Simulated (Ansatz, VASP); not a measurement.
## AlN in VASP and in Ansatz

File INCAR:

```
  PREC = Accurate
  ENCUT = 520
  EDIFF = 1E-6
  ISMEAR = 0
  SIGMA = 0.02
  LREAL = False
  LASPH = True
  NELM = 80
  ALGO = Normal
  ISIF = 2
  LWAVE = False
  LCHARG = False
  GGA = PE
  NBANDS = 16
```

Contents of KPOINTS:

```
regular mesh
0
Gamma
  9 9 4
```

Contents of POSCAR:

```
AlN
1.0
    3.1302036629      0.0000000000      0.0000000000
   -1.5651018314      2.7108358911      0.0000000000
    0.0000000000      0.0000000000      5.0180193555
Al N
2 2
Direct
    0.6666666667      0.3333333333      0.4992349453
    0.3333333333      0.6666666667      0.9992349453
    0.6666666667      0.3333333333      0.8807650547
    0.3333333333      0.6666666667      0.3807650547
```

Input for Ansatz:

```yaml
crystal:
  lattice:
    - [3.1302036629, 0.0, 0.0]
    - [-1.5651018314, 2.7108358911, 0.0]
    - [0.0, 0.0, 5.0180193555]
  atoms:
    - { symbol: Al, position: [0.6666666667, 0.3333333333, 0.4992349453] }
    - { symbol: Al, position: [0.3333333333, 0.6666666667, 0.9992349453] }
    - { symbol: "N", position: [0.6666666667, 0.3333333333, 0.8807650547] }
    - { symbol: "N", position: [0.3333333333, 0.6666666667, 0.3807650547] }
basis:
  ecutwfc: 420
  xc_grid: 2
kpoints:
  mp_grid: { grid: [9, 9, 4] }
  band_path: { path: [VBM, CBM], npoints: 2 }
hamiltonian:
  xc: pbe
scf:
  occupations: { method: gaussian, width: 0.02 }
output:
  forces: true
  stress: true
  eigenvalues: true
```

Alike in both runs: task single point; functional PBE; k mesh 9 × 9 × 4; occupations gaussian, width 0.02 eV; no spin polarisation.

```csv
,VASP,Ansatz
version,VASP 6.6.1,Ansatz 0.2.0
potentials or method,"VASP PAW PBE potentials, release 64 (Al, N), cutoff 520 eV","scalar-relativistic, plane waves, PAW"
valence electrons in the cell,16,16
```

```csv
,VASP,Ansatz,Ansatz less VASP
gap on the k mesh at the Fermi level (eV),4.04,4.03,-0.010
least direct gap on the mesh (eV),4.04,4.03,-0.010
pressure (GPa),-0.3,0.0,+0.26
```

With one functional, cell and mesh, what is left measures potentials, basis and numerics.
